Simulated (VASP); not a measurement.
# MnS (Fm-3m) in VASP: notebook, part 2 of 2

VASP 6.6.1. The steps go on from the part before.

## Step 5: Single point, B3LYP, collinear spin, ferromagnetic start

File POSCAR:

```
MnS
1.0
    0.0000000000      2.6045000000      2.6045000000
    2.6045000000      0.0000000000      2.6045000000
    2.6045000000      2.6045000000      0.0000000000
Mn S
1 1
Direct
    0.0000000000      0.0000000000      0.0000000000
    0.5000000000      0.5000000000      0.5000000000
```

File INCAR.step1:

```
SYSTEM = MnS
PREC     = Accurate       ! precision mode
ENCUT    = 520            ! plane-wave cutoff, eV
EDIFF    = 1E-5           ! SCF threshold, eV
ISMEAR   = -1             ! smearing method
SIGMA    = 0.05           ! smearing width, eV
LREAL    = .FALSE.        ! projectors in reciprocal space
LASPH    = .TRUE.         ! aspherical terms in the spheres
NELM     = 150            ! most SCF steps
ALGO     = Normal         ! electronic algorithm
ISIF     = 2              ! what is computed and relaxed
LWAVE    = .TRUE.         ! write WAVECAR
LCHARG   = .FALSE.        ! write CHGCAR
ISPIN    = 2              ! spin polarisation
MAGMOM   = 4 0            ! initial moments
LORBIT   = 11             ! projections on sites
LMAXMIX  = 4              ! l up to which the mixer works
NBANDS   = 20             ! bands
GGA      = PE             ! functional
```

File INCAR.step2:

```
SYSTEM = MnS
PREC     = Accurate       ! precision mode
ENCUT    = 520            ! plane-wave cutoff, eV
EDIFF    = 1E-6           ! SCF threshold, eV
ISMEAR   = -1             ! smearing method
SIGMA    = 0.05           ! smearing width, eV
LREAL    = .FALSE.        ! projectors in reciprocal space
LASPH    = .TRUE.         ! aspherical terms in the spheres
NELM     = 150            ! most SCF steps
ALGO     = Normal         ! electronic algorithm
ISIF     = 2              ! what is computed and relaxed
LWAVE    = .FALSE.        ! write WAVECAR
LCHARG   = .FALSE.        ! write CHGCAR
ISPIN    = 2              ! spin polarisation
MAGMOM   = 4 0            ! initial moments
LORBIT   = 11             ! projections on sites
LMAXMIX  = 4              ! l up to which the mixer works
GGA      = B3             ! functional
LHFCALC  = .TRUE.         ! exact exchange
AEXX     = 0.2            ! exact-exchange fraction
AGGAX    = 0.72         
AGGAC    = 0.81         
ALDAC    = 0.19         
PRECFOCK = Normal       
NBANDS   = 20             ! bands
ISTART   = 1
```

File KPOINTS:

```
Automatic mesh
0
G
  5 5 5
  0 0 0
```

Potentials or basis: VASP PAW PBE potentials, release 64 (Mn_pv, S).

Run with:

```console
> cat potpaw_PBE.64/Mn_pv/POTCAR potpaw_PBE.64/S/POTCAR > POTCAR
> cp INCAR.step1 INCAR
> mpirun -np 1 vasp_std > vasp.out
> cp INCAR.step2 INCAR
> mpirun -np 1 vasp_std > vasp.out
```

OUTCAR:

```text
SYSTEM = MnS
   PREC = Accurate
   ENCUT = 520
   EDIFF = 1E-6
   ISMEAR = -1
   LREAL = .FALSE.
   LASPH = .TRUE.
   NELM = 150
   ISIF = 2
   ISPIN = 2
   LORBIT = 11
   GGA = B3
   LHFCALC = .TRUE.
   AEXX = 0.2
   PRECFOCK = Normal
   ISTART = 1

 ion  position               nearest neighbor table
   1  0.000  0.000  0.000-   2 2.60   2 2.60   2 2.60   2 2.60   2 2.60   2 2.60
   2  0.500  0.500  0.500-   1 2.60   1 2.60   1 2.60   1 2.60   1 2.60   1 2.60

  LATTYP: Found a face centered cubic cell.
 ALAT       =     5.2090000000

  Lattice vectors:

 A1 = (   0.0000000000,   2.6045000000,   2.6045000000)
[... 664 lines left out ...]

 VOLUME and BASIS-vectors are now :
 -----------------------------------------------------------------------------
  energy-cutoff  :      520.00
  volume of cell :       35.33
      direct lattice vectors                 reciprocal lattice vectors
     0.000000000  2.604500000  2.604500000    -0.191975427  0.191975427  0.191975427
     2.604500000  0.000000000  2.604500000     0.191975427 -0.191975427  0.191975427
     2.604500000  2.604500000  0.000000000     0.191975427  0.191975427 -0.191975427

 POSITION                                       TOTAL-FORCE (eV/Angst)
 -----------------------------------------------------------------------------------
      0.00000      0.00000      0.00000         0.000000     -0.000000      0.000000
      2.60450      2.60450      2.60450        -0.000000      0.000000     -0.000000
 -----------------------------------------------------------------------------------
    total drift:                                0.000000      0.000000      0.000000

  FREE ENERGIE OF THE ION-ELECTRON SYSTEM (eV)
  ---------------------------------------------------
  free  energy   TOTEN  =       -19.1359160280 eV

  energy  without entropy=      -19.1359158719  energy(sigma->0) =      -19.13591595

 total charge

# of ion       s       p       d       tot
------------------------------------------
    1        0.213   6.168   4.918  11.299
    2        1.323   2.506   0.000   3.829
--------------------------------------------------
tot          1.536   8.674   4.918  15.128

 magnetization (x)

# of ion       s       p       d       tot
------------------------------------------
    1        0.037   0.027   4.454   4.518
    2        0.027   0.127   0.000   0.153
--------------------------------------------------
tot          0.064   0.154   4.454   4.671
```

OUTCAR.step1:

```text
SYSTEM = MnS
   PREC = Accurate
   ENCUT = 520
   EDIFF = 1E-5
   ISMEAR = -1
   LREAL = .FALSE.
   LASPH = .TRUE.
   NELM = 150
   ISIF = 2
   ISPIN = 2
   LORBIT = 11
   GGA = PE
[... 689 lines left out ...]

 total charge

# of ion       s       p       d       tot
------------------------------------------
    1        0.214   6.161   4.938  11.312
    2        1.328   2.391   0.000   3.719
--------------------------------------------------
tot          1.542   8.551   4.938  15.031

 magnetization (x)

# of ion       s       p       d       tot
------------------------------------------
    1        0.049   0.038   4.104   4.192
    2        0.025   0.054   0.000   0.079
--------------------------------------------------
tot          0.074   0.092   4.104   4.271
```

OSZICAR.step1:

```text
N       E                     dE             d eps       ncg     rms          rms(c)
DAV:   1     0.154951286126E+03    0.15495E+03   -0.10169E+04   800   0.973E+02
DAV:   2    -0.745600838164E+01   -0.16241E+03   -0.15333E+03   844   0.286E+02
DAV:   3    -0.151120477268E+02   -0.76560E+01   -0.75791E+01   924   0.668E+01
DAV:   4    -0.152029740031E+02   -0.90926E-01   -0.90882E-01   916   0.753E+00
DAV:   5    -0.152043575020E+02   -0.13835E-02   -0.13835E-02   884   0.979E-01    0.114E+01
DAV:   6    -0.141720488517E+02    0.10323E+01   -0.56366E+00   884   0.277E+01    0.109E+01
DAV:   7    -0.140721914929E+02    0.99857E-01   -0.78672E-01   868   0.120E+01    0.596E+00
DAV:   8    -0.140751805178E+02   -0.29890E-02   -0.33765E-02   868   0.150E+00    0.329E+00
DAV:   9    -0.140690538665E+02    0.61267E-02   -0.17367E-02   856   0.122E+00    0.515E-01
DAV:  10    -0.140707928232E+02   -0.17390E-02   -0.34222E-03   840   0.489E-01    0.190E-01
DAV:  11    -0.140708648012E+02   -0.71978E-04   -0.48896E-04   884   0.148E-01    0.117E-01
DAV:  12    -0.140709000034E+02   -0.35202E-04   -0.75179E-05   864   0.727E-02    0.836E-02
DAV:  13    -0.140709210828E+02   -0.21079E-04   -0.10136E-05   692   0.314E-02    0.510E-02
DAV:  14    -0.140709308750E+02   -0.97922E-05   -0.68368E-06   648   0.223E-02
   1 F= -.14070931E+02 E0= -.14066866E+02  d E =-.812977E-02  mag=     4.5914
```

Wall time 48 min (1 thread of Intel Xeon Platinum 8259CL at 2.50GHz (Skylake/Cascade Lake), shared host); peak memory 0.2 GiB.

What came out:

| Item | Value |
| --- | --- |
| Free energy | -19.1359 eV |
| Pressure | 5.4 GPa |
| Band gap on the k mesh | 1.36 eV (least direct gap 3.25 eV) |
| Net moment | 5.00 μB per cell |
| Site moments | Mn +4.52; S +0.15 μB |
| Valence electrons inside the program's atomic spheres | Mn 11.30; S 3.83 |

Caveat: the cell stands under pressure; the PAW data sets were made with another functional, which shifts forces and pressure a little; an odd mesh through Γ misses points on the zone boundary, where band edges can lie; a cell with one magnetic atom can't hold antiferromagnetic order, which such compounds often take.

## Step 6: Single point, HF, collinear spin, ferromagnetic start

POSCAR is that of step 5.

File INCAR.step1:

```
PREC = Accurate
ENCUT = 520
EDIFF = 1E-5
ISMEAR = -1
SIGMA = 0.05
LREAL = F
LASPH = T
NELM = 150
ALGO = Normal
ISIF = 2
LWAVE = T
LCHARG = F
ISPIN = 2
MAGMOM = 4 0
LORBIT = 11
LMAXMIX = 4
GGA = PE
NBANDS = 20
```

File INCAR.step2:

```
PREC = Accurate
ENCUT = 520
EDIFF = 1E-7
ISMEAR = -1
SIGMA = 0.05
LREAL = F
LASPH = T
NELM = 150
ALGO = Normal
ISIF = 2
LWAVE = F
LCHARG = F
ISPIN = 2
MAGMOM = 4 0
LORBIT = 11
LMAXMIX = 4
GGA = PE
LHFCALC = T
AEXX = 1.0
ALDAC = 0.0
AGGAC = 0.0
PRECFOCK = Normal
ISTART = 1
NBANDS = 20
```

File KPOINTS:

```
Automatic mesh
0
Gamma
  5 5 5
```

Potentials or basis: VASP PAW PBE potentials, release 64 (Mn_pv, S).

Run with:

```console
> cat potpaw_PBE.64/Mn_pv/POTCAR potpaw_PBE.64/S/POTCAR > POTCAR
> cp INCAR.step1 INCAR
> mpirun -np 1 vasp_std > vasp.out
> cp INCAR.step2 INCAR
> mpirun -np 1 vasp_std > vasp.out
```

It took 59 min on 1 thread of Intel Xeon Platinum 8375C at 2.90GHz (Ice Lake), shared host; peak memory 0.19 GiB.

It converged, with:

```yaml
Free_energy: -46.0062 eV
Pressure: 14.7 GPa
Band_gap_on_the_k_mesh: 9.44 eV (least direct gap 11.29 eV)
Net_moment: 5.00 μB per cell
Site_moments: Mn +4.73; S +0.05 μB
Valence_electrons_inside_the_program's_atomic_spheres: Mn 11.23; S 3.92
```

Levels at points of the mesh, in eV from the valence-band top:
Spin up:
```csv
k point,band 8,band 9,band 10,band 11,band 12,band 13,band 14,band 15,band 16,band 17
"(0.00, 0.00, 0.00)",-8.91,-8.91,-1.15,-1.15,-1.15,10.59,17.23,17.23,17.23,19.62
```
Spin down:
```csv
k point,band 3,band 4,band 5,band 6,band 7,band 8,band 9,band 10,band 11,band 12
"(0.00, 0.00, 0.00)",-52.74,-18.46,-0.70,-0.70,-0.70,11.79,12.39,12.39,12.39,13.29
```

Caveat: the cell stands under pressure; the PAW data sets were made with another functional, which shifts forces and pressure a little; an odd mesh through Γ misses points on the zone boundary, where band edges can lie; a cell with one magnetic atom can't hold antiferromagnetic order, which such compounds often take.

## Step 7: The runs side by side

```csv
level,potentials or basis,fixed moment (μB),k mesh,cutoff (eV),grid for exact exchange (PRECFOCK),share of exact exchange,gap on the mesh (eV),pressure (GPa),moment (μB)
LDA,"VASP PAW LDA potentials, release 64 (Mn_sv, S)",-,9 × 9 × 9,680,-,-,none,-12.8,4.49
PBE,"VASP PAW PBE potentials, release 64 (Mn_sv, S)",1.0,7 × 7 × 7,680,-,-,-,-17.8,1.00
PBE,"VASP PAW PBE potentials, release 64 (Mn_sv, S)",5.0,7 × 7 × 7,680,-,-,-,0.6,5.00
B3LYP,"VASP PAW PBE potentials, release 64 (Mn_pv, S)",-,5 × 5 × 5,520,Normal,0.2,1.36,5.4,5.00
HF,"VASP PAW PBE potentials, release 64 (Mn_pv, S)",-,5 × 5 × 5,520,Normal,1,9.44,14.7,5.00
```

Alike in all rows: task single point; spin collinear, ferromagnetic start; cell as given; smearing fermi-dirac 0.05 eV.

Caveats: a cell with one magnetic atom can't hold antiferromagnetic order, which such compounds often take; the cell stands under tension (at least some runs); the total moment is fixed, so each spin has its own Fermi level and the state may be an excited one (at least some runs); the cell stands under pressure (at least some runs); the PAW data sets were made with another functional, which shifts forces and pressure a little (at least some runs); an odd mesh through Γ misses points on the zone boundary, where band edges can lie (at least some runs); semilocal functionals often make such compounds metallic where correlation or magnetic order opens a gap, which also shifts bond lengths (at least some runs).

Absolute energies hang on the potentials; compare differences alone.
